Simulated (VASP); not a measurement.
Input of a VASP 6.6.1 run:

The input INCAR:

```
  ALGO = Normal
  EDIFF = 1E-6
  ENCUT = 520
  GGA = PE
  ISIF = 2
  ISMEAR = -1
  ISPIN = 2
  LASPH = T
  LCHARG = F
  LMAXMIX = 6
  LORBIT = 11
  LREAL = F
  LWAVE = F
  MAGMOM = 2
  NBANDS = 22
  NELM = 150
  NUPDOWN = 2.0
  PREC = Accurate
  SIGMA = 0.05
```

KPOINTS

```
k-points
0
Gamma
  7 7 7
```

Contents of POSCAR:

```
Yb
1.0
    0.0000000000      2.7431000000      2.7431000000
    2.7431000000      0.0000000000      2.7431000000
    2.7431000000      2.7431000000      0.0000000000
Yb
1
Direct
    0.0000000000      0.0000000000      0.0000000000
```

Potentials or basis: VASP PAW PBE potentials, release 64 (Yb).

Run with:

```bash
$ cat potpaw_PBE.64/Yb/POTCAR > POTCAR
$ mpirun -np 1 vasp_std > vasp.out
```

(1) Predict the pressure.

## Answers

(1) -2.7 GPa.

Caveat: the total moment is fixed, so each spin has its own Fermi level.
